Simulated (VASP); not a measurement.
# Te2Mo in VASP: single point with LDA

Aim: the single point of Te2Mo with LDA.

All numbers are computed with VASP 6.6.1; they aren't measurements. Logs are shortened: lines on timing, memory, paths and dates and some standing lists are left out, and cuts for length are marked.

### Step 1. The cell of the first run

The cell holds a slab with vacuum, 9 atoms: a = 3.518 Å, b = 3.518 Å, c = 35.000 Å, α = 90.00°, β = 90.00°, γ = 120.00°.

### Step 2. Single point, LDA

The input, INCAR:

```
PREC = Accurate
ENCUT = 520
EDIFF = 1E-6
ISMEAR = 0
SIGMA = 0.01
LREAL = F
LASPH = T
NELM = 60
ALGO = Normal
ISIF = 2
LWAVE = F
LCHARG = T
GGA = CA
LELF = T
LVHAR = T
NBANDS = 49
```

The input, KPOINTS:

```
Automatic mesh
0
Gamma
  12 12 1
```

The input, POSCAR:

```
Te2Mo
1.0
    3.5180000000      0.0000000000      0.0000000000
   -1.7590000000      3.0466773705      0.0000000000
    0.0000000000      0.0000000000     35.0000000000
Mo Te
3 6
Direct
    0.3333333333      0.6666666667      0.3048762503
    0.6666666667      0.3333333333      0.5000000000
    0.3333333333      0.6666666667      0.6951237497
    0.6666666667      0.3333333333      0.3557290770
    0.6666666667      0.3333333333      0.2541882802
    0.3333333333      0.6666666667      0.5508209860
    0.3333333333      0.6666666667      0.4491790140
    0.6666666667      0.3333333333      0.7458117198
    0.6666666667      0.3333333333      0.6442709230
```

Potentials or basis: VASP PAW LDA potentials, release 64 (Mo_sv, Te).

Run with:

```
> cat potpaw_LDA.64/Mo_sv/POTCAR potpaw_LDA.64/Te/POTCAR > POTCAR
> mpirun -np 1 vasp_std > vasp.out
```

OUTCAR:

```text
PREC = Accurate
   ENCUT = 520
   EDIFF = 1E-6
   ISMEAR = 0
   LREAL = F
   LASPH = T
   NELM = 60
   ISIF = 2
   GGA = CA

 ion  position               nearest neighbor table
   1  0.333  0.667  0.305-   5 2.70   5 2.70   5 2.70   4 2.70   4 2.70   4 2.70
   2  0.667  0.333  0.500-   6 2.70   7 2.70   6 2.70   7 2.70   6 2.70   7 2.70
   3  0.333  0.667  0.695-   8 2.70   8 2.70   8 2.70   9 2.70   9 2.70   9 2.70
   4  0.667  0.333  0.356-   1 2.70   1 2.70   1 2.70   5 3.55
   5  0.667  0.333  0.254-   1 2.70   1 2.70   1 2.70   4 3.55
   6  0.333  0.667  0.551-   2 2.70   2 2.70   2 2.70   7 3.56
   7  0.333  0.667  0.449-   2 2.70   2 2.70   2 2.70   6 3.56
   8  0.667  0.333  0.746-   3 2.70   3 2.70   3 2.70   9 3.55
   9  0.667  0.333  0.644-   3 2.70   3 2.70   3 2.70   8 3.55

  LATTYP: Found a hexagonal cell.
 ALAT       =     3.5180000000
 C/A-ratio  =     9.9488345651

  Lattice vectors:

 A1 = (   3.5180000000,   0.0000000000,   0.0000000000)
 A2 = (  -1.7590000000,   3.0466773705,   0.0000000000)
 A3 = (   0.0000000000,   0.0000000000,  35.0000000000)

Analysis of symmetry for initial positions (statically):
=====================================================================
 Subroutine PRICEL returns:
 Original cell was already a primitive cell.

 Routine SETGRP: Setting up the symmetry group for a
 hexagonal supercell.

 Subroutine GETGRP returns: Found 12 space group operations
 (whereof 12 operations were pure point group operations)
 out of a pool of 24 trial point group operations.

The static configuration has the point symmetry D_3h.

Analysis of symmetry for dynamics (positions and initial velocities):
=====================================================================
 Subroutine PRICEL returns:
 Original cell was already a primitive cell.

 Routine SETGRP: Setting up the symmetry group for a
 hexagonal supercell.

 Subroutine GETGRP returns: Found 12 space group operations
 (whereof 12 operations were pure point group operations)
 out of a pool of 24 trial point group operations.

The dynamic configuration has the point symmetry D_3h.

 Subroutine INISYM returns: Found 12 space group operations
 (whereof 12 operations are pure point group operations),
 and found     1 'primitive' translations

[... 108 lines left out ...]
   ISIF   =      2    stress and relaxation
   ISYM   =      2    0-nonsym 1-usesym 2-fastsym
   POTIM  = 0.5000    time-step for ionic-motion
   TEBEG  =    0.0;   TEEND  =   0.0 temperature during run
   PSTRESS=    0.0 pullay stress
   NELECT =      78.0000    total number of electrons
   NUPDOWN=      -1.0000    fix difference up-down
   EMIN   =  10.00;   EMAX   =-10.00  energy-range for DOS
   EFERMI =   0.00;   METHOD = LEGACY
   ISMEAR =     0;   SIGMA  =   0.01  broadening in eV -4-tet -1-fermi 0-gaus
   EFERMI_NEDOS =   21; number of points for ismear=-14 and -15
   IALGO  =     38    algorithm
   IMIX   =      4    mixing-type and parameters
     AMIX     =   0.40;   BMIX     =  1.00
     AMIX_MAG =   1.60;   BMIX_MAG =  1.00
  volume/ion in A,a.u.               =      41.68       281.28
  Fermi-wavevector in a.u.,A,eV,Ry     =   0.969861  1.832772 12.798058  0.940631
  Thomas-Fermi vector in A             =   2.099949
   LORBIT       =      0    0 simple, 1 ext, 2 COOP (PROOUT), +10 PAW based schemes
   GGA     = CA    functional components
   LHFCALC =     F    Hartree Fock is set to
   AEXX    =    0.0000 exact exchange contribution
   IVDW    =     0    specifies the selected vdW correction
   LEPSILON=     F    determine dielectric tensor
   LRPA    =     F    only Hartree local field effects (RPA)
 non-spin polarized calculation
 Gauss-broadening in eV      SIGMA  =   0.01
  energy-cutoff  :      520.00
  volume of cell :      375.14
 maximum number of plane-waves:     10235
 NGX is ok and might be reduce to    28
   NGX = 13   NGY = 13   NGZ =131

 number of electron      78.0000002 magnetization

 Free energy of the ion-electron system (eV)
  ---------------------------------------------------
  ext. energy  EPLUGINS =         0.00000000
  ---------------------------------------------------
  free energy    TOTEN  =       -61.70043892 eV

  energy without entropy =      -61.70043892  energy(sigma->0) =      -61.70043892

 E-fermi :   2.9721     XC(G=0):  -6.6539

 val. band max:        2.9117733398   @ k =   0.0000   0.0000   0.0000
 cond. band min:       3.6398205023   @ k =   0.2500   0.1667   0.0000
 fundamental gap:      0.7280471625
 Fermi energy:         2.9721056105

 k-point     1 :       0.0000    0.0000    0.0000
  band No.  band energies     occupation
      1     -57.6742      2.00000
      2     -57.6694      2.00000
      3     -57.6694      2.00000
      4     -32.0348      2.00000
      5     -32.0325      2.00000
      6     -32.0325      2.00000
[... 977 lines left out ...]
     48       5.2143      0.00000
     49       6.5301      0.00000

------------------------ aborting loop because EDIFF is reached ----------------------------------------

  FORCE on cell =-STRESS in cart. coord.  units (eV):
  Direction    XX          YY          ZZ          XY          YZ          ZX
  --------------------------------------------------------------------------------------
  -------------------------------------------------------------------------------------
  Total       -2.6501013     -2.6501013      0.5680760      0.0000000      0.0000000      0.0000000
  in kB      -11.3183392    -11.3183392      2.4262005      0.0000000      0.0000000      0.0000000
  external PRESSURE =      -6.7368259 kB  Pullay stress =       0.0000000 kB

 VOLUME and BASIS-vectors are now :
 -----------------------------------------------------------------------------
  energy-cutoff  :      520.00
  volume of cell :      375.14
      direct lattice vectors                 reciprocal lattice vectors
     3.518000000  0.000000000  0.000000000     0.284252416  0.164113209  0.000000000
    -1.759000000  3.046677370  0.000000000     0.000000000  0.328226418  0.000000000
     0.000000000  0.000000000 35.000000000     0.000000000  0.000000000  0.028571429

 POSITION                                       TOTAL-FORCE (eV/Angst)
 -----------------------------------------------------------------------------------
     -0.00000      2.03112     10.67067         0.000000     -0.000000      0.000489
      1.75900      1.01556     17.50000         0.000000      0.000000      0.000000
     -0.00000      2.03112     24.32933        -0.000000      0.000000     -0.000489
      1.75900      1.01556     12.45052         0.000000     -0.000000      0.057908
      1.75900      1.01556      8.89659         0.000000      0.000000     -0.058381
     -0.00000      2.03112     19.27873         0.000000     -0.000000      0.057960
     -0.00000      2.03112     15.72127         0.000000      0.000000     -0.057960
      1.75900      1.01556     26.10341        -0.000000      0.000000      0.058381
      1.75900      1.01556     22.54948         0.000000     -0.000000     -0.057908
 -----------------------------------------------------------------------------------
    total drift:                                0.000001     -0.000000     -0.000000

  FREE ENERGIE OF THE ION-ELECTRON SYSTEM (eV)
  ---------------------------------------------------
  free  energy   TOTEN  =       -61.7004389219 eV

  energy  without entropy=      -61.7004389219  energy(sigma->0) =      -61.70043892
```

stdout:

```text
POSCAR found type information on POSCAR MoTe
 POSCAR found :  2 types and       9 ions
 scaLAPACK will be used
 LDA part: xc-table for (Slater(with rela. corr.)+CA(PZ))
 , standard interpolation
 POSCAR, INCAR and KPOINTS ok, starting setup
 FFT: planning ... GRIDC
 FFT: planning ... GRID_SOFT
 FFT: planning ... GRID
 WAVECAR not read
 entering main loop
```

Wall time 7 min (1 thread of AMD EPYC 9R45 (Zen 5), shared host); peak memory 0.5 GiB.

What came out:

- Free energy: -61.7004 eV
- Largest force: 0.058 eV/Å
- Band gap on the k mesh: 0.73 eV (least direct gap 1.04 eV)

Forces in eV/Å, atoms in the order of the input:
```
Mo   0.000  0.000  0.000
Mo   0.000  0.000  0.000
Mo   0.000  0.000  0.000
Te   0.000  0.000  0.058
Te   0.000  0.000 -0.058
Te   0.000  0.000  0.058
Te   0.000  0.000 -0.058
Te   0.000  0.000  0.058
Te   0.000  0.000 -0.058
```

Caveat: there is no dipole correction, which matters where the two faces differ; spin-orbit coupling is left out, which moves the levels of the heavy elements.
